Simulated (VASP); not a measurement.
# NbTl2 (P1) in VASP: single point with PBE

Aim: the single point of NbTl2 with PBE.

Everything below comes from runs of VASP 6.6.1. Logs are shortened: lines on timing, memory, paths and dates and some standing lists are left out, and cuts for length are marked.

## Step 1: The cell of the first run

The typed cell holds 3 atoms: a = 5.164 Å, b = 5.184 Å, c = 5.421 Å, α = 58.22°, β = 60.10°, γ = 61.67°.

## Step 2: Single point, PBE

INCAR reads:

```
SYSTEM = NbTl2
ALGO = Normal
EDIFF = 1E-6
ENCUT = 500
GGA = PE
GGA_COMPAT = .False.
ISIF = 2
ISMEAR = -1
LASPH = .True.
LCHARG = .False.
LREAL = .False.
LWAVE = .False.
NBANDS = 26
NELM = 120
PREC = Accurate
SIGMA = 0.15
```

KPOINTS reads:

```
Automatic mesh
0
Gamma
  2 2 2
  0.5 0.5 0.5
```

POSCAR reads:

```
NbTl2
1.0
   -3.7365590000     -0.0015820000      3.5646830000
   -0.0419340000      3.8041850000      3.5211670000
   -3.7772170000      3.8883590000     -0.0422400000
Nb Tl
1 2
Direct
    0.1103120000      0.8415940000      0.7238620000
    0.3596550000      1.0450590000      0.9981120000
    0.8647170000      1.5759010000      1.4881500000
```

Potentials or basis: VASP PAW PBE potentials, release 64 (Nb_sv, Tl_d).

On the command line:

```bash
$ cat potpaw_PBE.64/Nb_sv/POTCAR potpaw_PBE.64/Tl_d/POTCAR > POTCAR
$ mpirun -np 1 vasp_std > vasp.out
```

OUTCAR:

```text
SYSTEM = NbTl2
   EDIFF = 1E-6
   ENCUT = 500
   GGA = PE
   ISIF = 2
   ISMEAR = -1
   LASPH = .True.
   LREAL = .False.
   NELM = 120
   PREC = Accurate

 ion  position               nearest neighbor table
   1  0.110  0.842  0.724-   3 3.11   2 3.14   2 3.18   3 3.20   2 3.22   3 3.24   3 3.33   2 3.36

   2  0.360  0.045  0.998-   1 3.14   1 3.18   1 3.22   1 3.36   3 3.44   3 3.69   3 3.72   3 3.76
                             3 3.77   3 3.93
   3  0.865  0.576  0.488-   1 3.11   1 3.20   1 3.24   1 3.33   2 3.44   2 3.69   2 3.72   2 3.76
                             2 3.77   2 3.93

  LATTYP: Found a triclinic cell.
 ALAT       =     5.3043387893
 B/A-ratio  =     1.4507080792
 C/A-ratio  =     0.9735781370
 COS(alpha) =     0.0002329011
 COS(beta)  =     0.5098575392
 COS(gamma) =     0.7100114863

  Lattice vectors:

 A1 = (  -3.6946250000,  -3.8057670000,   0.0435160000)
 A2 = (   0.0825920000,  -7.6941260000,   0.0857560000)
 A3 = (  -3.7365590000,  -0.0015820000,   3.5646830000)

Analysis of symmetry for initial positions (statically):
=====================================================================
 Subroutine PRICEL returns:
 Original cell was already a primitive cell.

 Routine SETGRP: Setting up the symmetry group for a
 triclinic supercell.

 Subroutine GETGRP returns: Found  1 space group operations
 (whereof  1 operations were pure point group operations)
 out of a pool of  2 trial point group operations.

The static configuration has the point symmetry C_1 .

Analysis of symmetry for dynamics (positions and initial velocities):
=====================================================================
 Subroutine PRICEL returns:
 Original cell was already a primitive cell.

 Routine SETGRP: Setting up the symmetry group for a
 triclinic supercell.

 Subroutine GETGRP returns: Found  1 space group operations
 (whereof  1 operations were pure point group operations)
 out of a pool of  2 trial point group operations.

The dynamic configuration has the point symmetry C_1 .

 Subroutine INISYM returns: Found  1 space group operations
 (whereof  1 operations are pure point group operations),
 and found     1 'primitive' translations

----------------------------------------------------------------------------------------

                                     Primitive cell

  volume of cell :     102.4213

  direct lattice vectors                    reciprocal lattice vectors
    -3.736559000 -0.001582000  3.564683000    -0.135247729 -0.129875146  0.138703334
    -0.041934000  3.804185000  3.521167000     0.135330234  0.133003697  0.141914390
    -3.777217000  3.888359000 -0.042240000    -0.132455673  0.127000585 -0.138785839

  length of vectors
     5.164188276  5.183840180  5.421115032     0.233234039  0.236947146  0.230076428

  position of ions in fractional coordinates (direct lattice)
     0.110312000  0.841594000  0.723862000
     0.359655000  0.045059000  0.998112000
     0.864717000  0.575901000  0.488150000

  ion indices of the primitive-cell ions
   primitive index   ion index
                 1           1
                 2           2
                 3           3

----------------------------------------------------------------------------------------

 KPOINTS: Automatic mesh

Automatic generation of k-mesh.
 Grid dimensions read from file:
 generate k-points for:    2    2    2

 Generating k-lattice:

  Cartesian coordinates                     Fractional coordinates (reciprocal lattice)
    -0.067623865 -0.064937573  0.069351667     0.500000000 -0.000000000 -0.000000000
     0.067665117  0.066501849  0.070957195     0.000000000  0.500000000 -0.000000000
    -0.066227836  0.063500292 -0.069392920    -0.000000000 -0.000000000  0.500000000

  Length of vectors
     0.116617019  0.118473573  0.115038214

  Shift w.r.t. Gamma in fractional coordinates (k-lattice)
     0.500000000  0.500000000  0.500000000

 Subroutine IBZKPT returns following result:
 ===========================================

 Found      4 irreducible k-points:

 Following reciprocal coordinates:
            Coordinates               Weight
  0.250000  0.250000  0.250000      2.000000
 -0.250000  0.250000  0.250000      2.000000
  0.250000 -0.250000  0.250000      2.000000
 -0.250000 -0.250000  0.250000      2.000000
   k-points           NKPTS =      4   k-points in BZ     NKDIM =      4   number of bands    NBANDS=     26
   number of dos      NEDOS =    301   number of ions     NIONS =      3
   total plane-waves  NPLWV =  64000
   dimension x,y,z NGX =    40 NGY =   40 NGZ =   40
   dimension x,y,z NGXF=    80 NGYF=   80 NGZF=   80
   ions per type =               1   2
   NGX,Y,Z   is equivalent  to a cutoff of  12.88, 12.83, 12.27 a.u.
   NGXF,Y,Z  is equivalent  to a cutoff of  25.75, 25.66, 24.53 a.u.
 SYSTEM =  NbTl2
   PREC   = accura    normal or accurate (medium, high low for compatibility)
   ISTART =      0    job   : 0-new  1-cont  2-samecut
   ICHARG =      2    charge: 1-file 2-atom 10-const
   ISPIN  =      1    spin polarized calculation?
   LNONCOLLINEAR =      F non collinear calculations
   LSORBIT =      F    spin-orbit coupling
   LASPH  =      T    aspherical Exc in radial PAW
   ENCUT  =  500.0 eV  36.75 Ry    6.06 a.u.   9.42  9.45  9.88*2*pi/ulx,y,z
   NELM   =    120;   NELMIN=  2; NELMDL= -5     # of ELM steps
   EDIFF  = 0.1E-05   stopping-criterion for ELM
   LREAL  =      F    real-space projection
   EDIFFG = 0.1E-04   stopping-criterion for IOM
   NSW    =      0    number of steps for IOM
   IBRION =     -1    ionic relax: 0-MD 1-quasi-New 2-CG
   NFREE  =      0    steps in history (QN), initial steepest desc. (CG)
   ISIF   =      2    stress and relaxation
   ISYM   =      2    0-nonsym 1-usesym 2-fastsym
   POTIM  = 0.5000    time-step for ionic-motion
   TEBEG  =    0.0;   TEEND  =   0.0 temperature during run
   PSTRESS=    0.0 pullay stress
   NELECT =      39.0000    total number of electrons
   NUPDOWN=      -1.0000    fix difference up-down
   EMIN   =  10.00;   EMAX   =-10.00  energy-range for DOS
   EFERMI =   0.00;   METHOD = LEGACY
   ISMEAR =    -1;   SIGMA  =   0.15  broadening in eV -4-tet -1-fermi 0-gaus
   EFERMI_NEDOS =   21; number of points for ismear=-14 and -15
   IALGO  =     38    algorithm
   IMIX   =      4    mixing-type and parameters
     AMIX     =   0.40;   BMIX     =  1.00
     AMIX_MAG =   1.60;   BMIX_MAG =  1.00
  volume/ion in A,a.u.               =      34.14       230.39
  Fermi-wavevector in a.u.,A,eV,Ry     =   1.186587  2.242324 19.156849  1.407989
  Thomas-Fermi vector in A             =   2.322757
   LORBIT       =      0    0 simple, 1 ext, 2 COOP (PROOUT), +10 PAW based schemes
   GGA     = PE    functional components
   LHFCALC =     F    Hartree Fock is set to
   AEXX    =    0.0000 exact exchange contribution
   IVDW    =     0    specifies the selected vdW correction
   LEPSILON=     F    determine dielectric tensor
   LRPA    =     F    only Hartree local field effects (RPA)
 non-spin polarized calculation
  energy-cutoff  :      500.00
  volume of cell :      102.42
 maximum number of plane-waves:      2616
 NGX is ok and might be reduce to    40
   NGX = 19   NGY = 19   NGZ = 19

 number of electron      39.0000002 magnetization

 Free energy of the ion-electron system (eV)
  ---------------------------------------------------
  ext. energy  EPLUGINS =         0.00000000
  ---------------------------------------------------
  free energy    TOTEN  =       -11.56704561 eV

  energy without entropy =      -11.13788577  energy(sigma->0) =      -11.35246569

 E-fermi :   4.6755     XC(G=0):  -9.1944

 val. band max:        3.8184779315   @ k =  -0.2500   0.2500   0.2500
 cond. band min:       4.6821309724   @ k =   0.2500   0.2500   0.2500
 fundamental gap:      0.8636530409
 Fermi energy:         4.6755113716

 k-point     1 :       0.2500    0.2500    0.2500
  band No.  band energies     occupation
      1     -50.8681      2.00000
      2     -26.9296      2.00000
      3     -26.9084      2.00000
      4     -26.8669      2.00000
      5      -6.6740      2.00000
      6      -6.6035      2.00000
[... 18 lines left out ...]
     25       8.1027      0.00000
     26       9.1050      0.00000

 k-point     2 :      -0.2500    0.2500    0.2500
  band No.  band energies     occupation
      1     -50.8681      2.00000
      2     -26.9297      2.00000
      3     -26.9082      2.00000
      4     -26.8680      2.00000
      5      -6.6557      2.00000
      6      -6.6059      2.00000
[... 18 lines left out ...]
     25       9.1433      0.00000
     26      10.3067      0.00000

 k-point     3 :       0.2500   -0.2500    0.2500
  band No.  band energies     occupation
      1     -50.8681      2.00000
      2     -26.9302      2.00000
      3     -26.9084      2.00000
      4     -26.8675      2.00000
      5      -6.6441      2.00000
      6      -6.6052      2.00000
[... 18 lines left out ...]
     25       8.8971      0.00000
     26      10.2248      0.00000

 k-point     4 :      -0.2500   -0.2500    0.2500
  band No.  band energies     occupation
      1     -50.8681      2.00000
      2     -26.9307      2.00000
      3     -26.9083      2.00000
      4     -26.8671      2.00000
      5      -6.6003      2.00000
      6      -6.5870      2.00000
[... 18 lines left out ...]
     25       9.0335      0.00000
     26       9.8460      0.00000

------------------------ aborting loop because EDIFF is reached ----------------------------------------

  FORCE on cell =-STRESS in cart. coord.  units (eV):
  Direction    XX          YY          ZZ          XY          YZ          ZX
  --------------------------------------------------------------------------------------
  -------------------------------------------------------------------------------------
  Total       -5.2474593     -5.4428298     -4.0068062      0.3720702     -0.1955731      0.2721528
  in kB      -82.0860425    -85.1422244    -62.6784979      5.8202970     -3.0593510      4.2572888
  external PRESSURE =     -76.6355883 kB  Pullay stress =       0.0000000 kB

 VOLUME and BASIS-vectors are now :
 -----------------------------------------------------------------------------
  energy-cutoff  :      500.00
  volume of cell :      102.42
      direct lattice vectors                 reciprocal lattice vectors
    -3.736559000 -0.001582000  3.564683000    -0.135247729 -0.129875146  0.138703334
    -0.041934000  3.804185000  3.521167000     0.135330234  0.133003697  0.141914390
    -3.777217000  3.888359000 -0.042240000    -0.132455673  0.127000585 -0.138785839

 POSITION                                       TOTAL-FORCE (eV/Angst)
 -----------------------------------------------------------------------------------
     -3.18166      6.01604      3.32604         0.021736     -0.013837     -0.021451
     -5.11585      4.05186      1.39856        -0.002484     -0.033354      0.166005
     -5.09906      4.08757      5.08967        -0.019251      0.047190     -0.144553
 -----------------------------------------------------------------------------------
    total drift:                                0.000017     -0.000071     -0.000062

  FREE ENERGIE OF THE ION-ELECTRON SYSTEM (eV)
  ---------------------------------------------------
  free  energy   TOTEN  =       -11.5670456142 eV

  energy  without entropy=      -11.1378857690  energy(sigma->0) =      -11.35246569
```

It took 18 s on 1 thread of AMD EPYC 7R43 (Zen 3), shared host; peak memory 0.19 GiB.

What came out:

| Property | Result |
| --- | --- |
| Free energy | -11.5670 eV |
| Pressure | -7.7 GPa |
| Largest force | 0.169 eV/Å |
| Band gap on the k mesh | zero (an odd number of electrons rules out a gap without spin polarisation) |

Forces in eV/Å, atoms in the order of the input:
```
Nb   0.022 -0.014 -0.021
Tl  -0.002 -0.033  0.166
Tl  -0.019  0.047 -0.145
```

Caveat: the k points lie up to 0.74 Å⁻¹ apart, too coarse for converged energies and pressures of a metal; spin-orbit coupling is left out, which moves the levels of the heavy elements.
